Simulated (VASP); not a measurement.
Here is a VASP 6.6.1 calculation.

Contents of INCAR:

```
SYSTEM = Te
  PREC = Accurate
  ENCUT = 520
  EDIFF = 1E-6
  ISMEAR = 0
  SIGMA = 0.1
  LREAL = .FALSE.
  LASPH = .TRUE.
  NELM = 80
  ALGO = Normal
  ISIF = 2
  LWAVE = .FALSE.
  LCHARG = .FALSE.
  GGA = PE
  NBANDS = 9
```

Contents of KPOINTS:

```
regular mesh
0
G
  15 15 15
  0 0 0
```

Contents of POSCAR:

```
Te
1.0
    2.3941282429      1.3822505855      1.7810138982
   -2.3941282429      1.3822505855      1.7810138982
    0.0000000000     -2.7645011709      1.7810138982
Te
1
Direct
    0.5000000000      0.5000000000      0.5000000000
```

Potentials or basis: VASP PAW PBE potentials, release 64 (Te).

Run with:

```bash
$ cat potpaw_PBE.64/Te/POTCAR > POTCAR
$ mpirun -np 1 vasp_std > vasp.out
```

Question: Predict the pressure.

Answer: -3.5 GPa.

Question: Predict the band gap on the k mesh.

Answer: Zero (bands 3 and 4 overlap by 4.27 eV).

Stress tensor (GPa, compression positive):
```
-3.88  0.00  0.00
 0.00 -3.88  0.00
 0.00  0.00 -2.77
```

Caveat: the cell differs from its parent crystal (strained); the cell stands under tension; spin-orbit coupling is left out, which moves the levels of the heavy elements.
